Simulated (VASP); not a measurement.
# SiC (P6_3mc) in VASP: a series of runs

Runs on SiC. Level: PBEsol. Tasks: single point.

All numbers are computed with VASP 6.6.1; they aren't measurements. Logs are shortened: lines on timing, memory, paths and dates and some standing lists are left out, and cuts for length are marked.

### Step 1. The cell of the first run

It takes space group P6_3mc (No. 186, hexagonal). Conventional cell: a = 3.168 Å, b = 3.168 Å, c = 5.048 Å, α = 90.00°, β = 90.00°, γ = 120.00°. Si (site symmetry 3m) has 4 C at 1.92 to 1.94 Å within 2.5 Å. Within 2.5 Å of C (site symmetry 3m) lie 4 Si at 1.92 to 1.94 Å.

### Step 2. Single point, PBEsol (equal xx and yy strain of +3 %)

Contents of INCAR:

```
PREC = Accurate
ENCUT = 520
EDIFF = 1E-6
ISMEAR = -1
SIGMA = 0.08
LREAL = False
LASPH = True
NELM = 100
ALGO = Normal
ISIF = 2
LWAVE = False
LCHARG = False
GGA = PS
NBANDS = 16
```

Contents of KPOINTS:

```
Automatic mesh
0
Gamma
  15 15 8
```

Contents of POSCAR:

```
SiC
1.0
    3.1682781526      0.0000000000      0.0000000000
   -1.5841390763      2.7438093665      0.0000000000
    0.0000000000      0.0000000000      5.0480000000
Si C
2 2
Direct
    0.3333333333      0.6666666667      0.0000000000
    0.6666666667      0.3333333333      0.5000000000
    0.3333333333      0.6666666667      0.3850000000
    0.6666666667      0.3333333333      0.8850000000
```

Potentials or basis: VASP PAW PBE potentials, release 64 (Si, C).

On the command line:

```bash
$ cat potpaw_PBE.64/Si/POTCAR potpaw_PBE.64/C/POTCAR > POTCAR
$ mpirun -np 1 vasp_std > vasp.out
```

OUTCAR:

```text
PREC = Accurate
   ENCUT = 520
   EDIFF = 1E-6
   ISMEAR = -1
   LREAL = False
   LASPH = True
   NELM = 100
   ISIF = 2
   GGA = PS

 ion  position               nearest neighbor table
   1  0.333  0.667  0.000-   4 1.92   4 1.92   4 1.92   3 1.94   2 3.12   2 3.12   2 3.12   2 3.12
                             2 3.12   2 3.12
   2  0.667  0.333  0.500-   3 1.92   3 1.92   3 1.92   4 1.94   1 3.12   1 3.12   1 3.12   1 3.12
                             1 3.12   1 3.12
   3  0.333  0.667  0.385-   2 1.92   2 1.92   2 1.92   1 1.94
   4  0.667  0.333  0.885-   1 1.92   1 1.92   1 1.92   2 1.94

  LATTYP: Found a hexagonal cell.
 ALAT       =     3.1682781526
 C/A-ratio  =     1.5932944511

  Lattice vectors:

 A1 = (   3.1682781526,   0.0000000000,   0.0000000000)
 A2 = (  -1.5841390763,   2.7438093665,   0.0000000000)
 A3 = (   0.0000000000,   0.0000000000,   5.0480000000)

Analysis of symmetry for initial positions (statically):
=====================================================================
 Subroutine PRICEL returns:
 Original cell was already a primitive cell.

 Routine SETGRP: Setting up the symmetry group for a
 hexagonal supercell.

 Subroutine GETGRP returns: Found 12 space group operations
 (whereof  6 operations were pure point group operations)
 out of a pool of 24 trial point group operations.

The static configuration has the point symmetry C_3v.
 The point group associated with its full space group is C_6v.

Analysis of symmetry for dynamics (positions and initial velocities):
=====================================================================
 Subroutine PRICEL returns:
 Original cell was already a primitive cell.

 Routine SETGRP: Setting up the symmetry group for a
 hexagonal supercell.

 Subroutine GETGRP returns: Found 12 space group operations
 (whereof  6 operations were pure point group operations)
 out of a pool of 24 trial point group operations.

The dynamic configuration has the point symmetry C_3v.
 The point group associated with its full space group is C_6v.

 Subroutine INISYM returns: Found 12 space group operations
 (whereof  6 operations are pure point group operations),
 and found     1 'primitive' translations

----------------------------------------------------------------------------------------

                                     Primitive cell

  volume of cell :      43.8830

  direct lattice vectors                    reciprocal lattice vectors
     3.168278153  0.000000000  0.000000000     0.315628853  0.182228403  0.000000000
[... 89 lines left out ...]
   NELM   =    100;   NELMIN=  2; NELMDL= -5     # of ELM steps
   EDIFF  = 0.1E-05   stopping-criterion for ELM
   LREAL  =      F    real-space projection
   EDIFFG = 0.1E-04   stopping-criterion for IOM
   NSW    =      0    number of steps for IOM
   IBRION =     -1    ionic relax: 0-MD 1-quasi-New 2-CG
   NFREE  =      0    steps in history (QN), initial steepest desc. (CG)
   ISIF   =      2    stress and relaxation
   ISYM   =      2    0-nonsym 1-usesym 2-fastsym
   POTIM  = 0.5000    time-step for ionic-motion
   TEBEG  =    0.0;   TEEND  =   0.0 temperature during run
   PSTRESS=    0.0 pullay stress
   NELECT =      16.0000    total number of electrons
   NUPDOWN=      -1.0000    fix difference up-down
   EMIN   =  10.00;   EMAX   =-10.00  energy-range for DOS
   EFERMI =   0.00;   METHOD = LEGACY
   ISMEAR =    -1;   SIGMA  =   0.08  broadening in eV -4-tet -1-fermi 0-gaus
   EFERMI_NEDOS =   21; number of points for ismear=-14 and -15
   IALGO  =     38    algorithm
   IMIX   =      4    mixing-type and parameters
     AMIX     =   0.40;   BMIX     =  1.00
     AMIX_MAG =   1.60;   BMIX_MAG =  1.00
  volume/ion in A,a.u.               =      10.97        74.03
  Fermi-wavevector in a.u.,A,eV,Ry     =   1.169542  2.210115 18.610449  1.367829
  Thomas-Fermi vector in A             =   2.306014
   LORBIT       =      0    0 simple, 1 ext, 2 COOP (PROOUT), +10 PAW based schemes
   GGA     = PS    functional components
   LHFCALC =     F    Hartree Fock is set to
   AEXX    =    0.0000 exact exchange contribution
   IVDW    =     0    specifies the selected vdW correction
   LEPSILON=     F    determine dielectric tensor
   LRPA    =     F    only Hartree local field effects (RPA)
 non-spin polarized calculation
  energy-cutoff  :      520.00
  volume of cell :       43.88
 maximum number of plane-waves:      1195
 NGX is ok and might be reduce to    24
   NGX = 11   NGY = 11   NGZ = 19

 number of electron      16.0000001 magnetization

 Free energy of the ion-electron system (eV)
  ---------------------------------------------------
  ext. energy  EPLUGINS =         0.00000000
  ---------------------------------------------------
  free energy    TOTEN  =       -31.67844350 eV

  energy without entropy =      -31.67844346  energy(sigma->0) =      -31.67844348

 E-fermi :   8.8006     XC(G=0): -11.2443

 val. band max:        7.7981756326   @ k =   0.0000   0.0000   0.0000
 cond. band min:       9.8736883505   @ k =   0.4667   0.0000   0.0000
 fundamental gap:      2.0755127179
 Fermi energy:         8.8006422884

 k-point     1 :       0.0000    0.0000    0.0000
  band No.  band energies     occupation
      1      -7.5748      2.00000
      2      -4.0111      2.00000
      3      -0.6824      2.00000
      4       6.0128      2.00000
      5       6.0128      2.00000
      6       7.4168      2.00000
[... 433 lines left out ...]
      3       0.4336      2.00000
      4       1.6289      2.00000
      5       2.0066      2.00000
      6       3.0432      2.00000
[... 8 lines left out ...]
     15      18.4805      0.00000
     16      18.7040      0.00000

 [... further k-points ...]
[... 5 lines left out ...]
  --------------------------------------------------------------------------------------
  -------------------------------------------------------------------------------------
  Total       -4.1228632     -4.1228632     -1.2466155      0.0000000      0.0000000     -0.0000000
  in kB     -150.5264846   -150.5264846    -45.5141574      0.0000000      0.0000000     -0.0000000
  external PRESSURE =    -115.5223755 kB  Pullay stress =       0.0000000 kB

 VOLUME and BASIS-vectors are now :
 -----------------------------------------------------------------------------
  energy-cutoff  :      520.00
  volume of cell :       43.88
      direct lattice vectors                 reciprocal lattice vectors
     3.168278153  0.000000000  0.000000000     0.315628853  0.182228403  0.000000000
    -1.584139076  2.743809366  0.000000000     0.000000000  0.364456807  0.000000000
     0.000000000  0.000000000  5.048000000     0.000000000  0.000000000  0.198098257

 POSITION                                       TOTAL-FORCE (eV/Angst)
 -----------------------------------------------------------------------------------
     -0.00000      1.82921      0.00000        -0.000000      0.000000      0.491931
      1.58414      0.91460      2.52400         0.000000      0.000000      0.491931
     -0.00000      1.82921      1.94348         0.000000     -0.000000     -0.491931
      1.58414      0.91460      4.46748        -0.000000      0.000000     -0.491931
 -----------------------------------------------------------------------------------
    total drift:                               -0.000000      0.000000      0.000173

  FREE ENERGIE OF THE ION-ELECTRON SYSTEM (eV)
  ---------------------------------------------------
  free  energy   TOTEN  =       -31.6784435048 eV

  energy  without entropy=      -31.6784434579  energy(sigma->0) =      -31.67844348
```

stdout:

```text
POSCAR found type information on POSCAR SiC
 POSCAR found :  2 types and       4 ions
 scaLAPACK will be used
 -----------------------------------------------------------------------------
|                                                                             |
|                                                                             |
|     You enforced a specific xc type in the INCAR file but a different       |
|     I HOPE YOU KNOW WHAT YOU ARE DOING!                                     |
|                                                                             |
 -----------------------------------------------------------------------------

 LDA part: xc-table for (Slater+PW92), standard interpolation
 POSCAR, INCAR and KPOINTS ok, starting setup
 FFT: planning ... GRIDC
 FFT: planning ... GRID_SOFT
 FFT: planning ... GRID
 WAVECAR not read
 entering main loop
```

Wall time 37 s (1 thread of Intel Xeon Platinum 8488C (Sapphire Rapids), shared host); peak memory 0.21 GiB.

What came out:

| Item | Value |
| --- | --- |
| Free energy | -31.6784 eV |
| Pressure | -11.6 GPa |
| Largest force | 0.492 eV/Å |
| Band gap on the k mesh | 2.08 eV, indirect (least direct gap 3.52 eV) |

Forces on the atoms (eV/Å):
```
Si   0.000  0.000  0.492
Si   0.000  0.000  0.492
C    0.000  0.000 -0.492
C    0.000  0.000 -0.492
```

Caveat: the cell differs from its parent crystal (equal xx and yy strain of +3 %); the PAW data sets were made with another functional, which shifts forces and pressure a little.

### Step 3. Single point, PBEsol (zz strain of -3 %)

Contents of INCAR:

```
  PREC = Accurate
  ENCUT = 520
  EDIFF = 1E-6
  ISMEAR = -1
  SIGMA = 0.08
  LREAL = F
  LASPH = T
  NELM = 80
  ALGO = Normal
  ISIF = 2
  LWAVE = F
  LCHARG = F
  GGA = PS
  NBANDS = 16
```

Contents of KPOINTS:

```
regular mesh
0
Gamma
  15 15 8
```

Contents of POSCAR:

```
SiC
1.0
    3.0759982064      0.0000000000      0.0000000000
   -1.5379991032      2.6638925888      0.0000000000
    0.0000000000      0.0000000000      4.8965600000
Si C
2 2
Direct
    0.3333333333      0.6666666667      0.0000000000
    0.6666666667      0.3333333333      0.5000000000
    0.3333333333      0.6666666667      0.3850000000
    0.6666666667      0.3333333333      0.8850000000
```

Potentials or basis: VASP PAW PBE potentials, release 64 (Si, C).

On the command line:

```bash
$ cat potpaw_PBE.64/Si/POTCAR potpaw_PBE.64/C/POTCAR > POTCAR
$ mpirun -np 1 vasp_std > vasp.out
```

OUTCAR:

```text
PREC = Accurate
   ENCUT = 520
   EDIFF = 1E-6
   ISMEAR = -1
   LREAL = F
   LASPH = T
   NELM = 80
   ISIF = 2
   GGA = PS

 ion  position               nearest neighbor table
   1  0.333  0.667  0.000-   4 1.86   4 1.86   4 1.86   3 1.89   2 3.02   2 3.02   2 3.02   2 3.02
                             2 3.02   2 3.02
   2  0.667  0.333  0.500-   3 1.86   3 1.86   3 1.86   4 1.89   1 3.02   1 3.02   1 3.02   1 3.02
                             1 3.02   1 3.02
   3  0.333  0.667  0.385-   2 1.86   2 1.86   2 1.86   1 1.89
   4  0.667  0.333  0.885-   1 1.86   1 1.86   1 1.86   2 1.89

  LATTYP: Found a hexagonal cell.
 ALAT       =     3.0759982064
 C/A-ratio  =     1.5918604861

  Lattice vectors:

 A1 = (   3.0759982064,   0.0000000000,   0.0000000000)
 A2 = (  -1.5379991032,   2.6638925888,   0.0000000000)
 A3 = (   0.0000000000,   0.0000000000,   4.8965600000)

Analysis of symmetry for initial positions (statically):
=====================================================================
 Subroutine PRICEL returns:
 Original cell was already a primitive cell.

 Routine SETGRP: Setting up the symmetry group for a
 hexagonal supercell.
[... 169 lines left out ...]
  free energy    TOTEN  =       -31.74165881 eV

  energy without entropy =      -31.74165877  energy(sigma->0) =      -31.74165879

 E-fermi :   9.8568     XC(G=0): -11.6282

 val. band max:        8.8291374842   @ k =   0.0000   0.0000   0.0000
 cond. band min:      10.8875653380   @ k =   0.3333   0.3333   0.0000
 fundamental gap:      2.0584278537
 Fermi energy:         9.8567665960

 k-point     1 :       0.0000    0.0000    0.0000
  band No.  band energies     occupation
      1      -7.2798      2.00000
      2      -3.3545      2.00000
      3      -0.1886      2.00000
      4       6.9533      2.00000
      5       6.9533      2.00000
      6       8.4163      2.00000
[... 433 lines left out ...]
      3       1.2032      2.00000
      4       2.5187      2.00000
      5       2.7386      2.00000
      6       3.7099      2.00000
[... 8 lines left out ...]
     15      20.2793      0.00000
     16      20.4869      0.00000

 [... further k-points ...]
[... 5 lines left out ...]
  --------------------------------------------------------------------------------------
  -------------------------------------------------------------------------------------
  Total        0.9055869      0.9055869      3.6897833      0.0000000      0.0000000      0.0000000
  in kB       36.1615353     36.1615353    147.3389504      0.0000000      0.0000000      0.0000000
  external PRESSURE =      73.2206737 kB  Pullay stress =       0.0000000 kB

 VOLUME and BASIS-vectors are now :
 -----------------------------------------------------------------------------
  energy-cutoff  :      520.00
  volume of cell :       40.12
      direct lattice vectors                 reciprocal lattice vectors
     3.075998206  0.000000000  0.000000000     0.325097719  0.187695255  0.000000000
    -1.537999103  2.663892589  0.000000000     0.000000000  0.375390511  0.000000000
     0.000000000  0.000000000  4.896560000     0.000000000  0.000000000  0.204225007

 POSITION                                       TOTAL-FORCE (eV/Angst)
 -----------------------------------------------------------------------------------
     -0.00000      1.77593      0.00000        -0.000000     -0.000000      0.464596
      1.53800      0.88796      2.44828         0.000000      0.000000      0.464596
     -0.00000      1.77593      1.88518         0.000000     -0.000000     -0.464596
      1.53800      0.88796      4.33346        -0.000000      0.000000     -0.464596
 -----------------------------------------------------------------------------------
    total drift:                               -0.000000      0.000000      0.000502

  FREE ENERGIE OF THE ION-ELECTRON SYSTEM (eV)
  ---------------------------------------------------
  free  energy   TOTEN  =       -31.7416588079 eV

  energy  without entropy=      -31.7416587745  energy(sigma->0) =      -31.74165879
```

Wall time 21 s (1 thread of Intel Xeon 6975P-C (Granite Rapids), shared host); peak memory 0.19 GiB.

Results:

```yaml
Free_energy: -31.7417 eV
Pressure: 7.3 GPa
Largest_force: 0.465 eV/Å
Band_gap_on_the_k_mesh: 2.06 eV, indirect (least direct gap 3.73 eV)
```

Forces in eV/Å, atoms in the order of the input:
```
Si   0.000  0.000  0.465
Si   0.000  0.000  0.465
C    0.000  0.000 -0.465
C    0.000  0.000 -0.465
```

Caveat: the cell differs from its parent crystal (zz strain of -3 %); the PAW data sets were made with another functional, which shifts forces and pressure a little. A k mesh can miss the band edges.

### Step 4. Single point, PBEsol (zz strain of -2 %)

Contents of INCAR:

```
SYSTEM = SiC
PREC     = Accurate       ! precision mode
ENCUT    = 520            ! plane-wave cutoff, eV
EDIFF    = 1E-7           ! SCF threshold, eV
ISMEAR   = -1             ! smearing method
SIGMA    = 0.08           ! smearing width, eV
LREAL    = .FALSE.        ! projectors in reciprocal space
LASPH    = .TRUE.         ! aspherical terms in the spheres
NELM     = 100            ! most SCF steps
ALGO     = Normal         ! electronic algorithm
ISIF     = 2              ! what is computed and relaxed
LWAVE    = .FALSE.        ! write WAVECAR
LCHARG   = .FALSE.        ! write CHGCAR
GGA      = PS             ! functional
NBANDS   = 16             ! bands
```

Contents of KPOINTS:

```
regular mesh
0
G
  15 15 8
  0 0 0
```

Changes to POSCAR since step 3:

```diff
@@ -4,3 +4,3 @@
    -1.5379991032      2.6638925888      0.0000000000
-    0.0000000000      0.0000000000      4.8965600000
+    0.0000000000      0.0000000000      4.9470400000
 Si C
```

On the command line:

```bash
$ cat potpaw_PBE.64/Si/POTCAR potpaw_PBE.64/C/POTCAR > POTCAR
$ mpirun -np 1 vasp_std > vasp.out
```

Wall time 24 s (1 thread of Intel Xeon 6975P-C (Granite Rapids), shared host); peak memory 0.2 GiB.

Results (log left out):

- Free energy: -31.7716 eV
- Pressure: 4.9 GPa
- Largest force: 0.584 eV/Å
- Band gap on the k mesh: 2.09 eV, indirect (least direct gap 3.81 eV)

Forces on the atoms (eV/Å):
```
Si   0.000  0.000  0.584
Si   0.000  0.000  0.584
C    0.000  0.000 -0.584
C    0.000  0.000 -0.584
```

Stress tensor (GPa, compression positive):
```
3.14 0.00 0.00
0.00 3.14 0.00
0.00 0.00 8.48
```

Levels at points of the mesh, in eV from the valence-band top:
```csv
k point,band 5,band 6,band 7,band 8,band 9,band 10,band 11,band 12
"(0.00, 0.00, 0.00)",-1.77,-0.37,-0.37,0.00,4.34,6.30,6.30,6.38
"(0.00, 0.00, 0.50)",-1.12,-1.12,-1.12,-1.12,5.51,5.51,6.97,6.97
```

Caveat: the cell differs from its parent crystal (zz strain of -2 %); the PAW data sets were made with another functional, which shifts forces and pressure a little.

(Continued in part 2 of 2.)
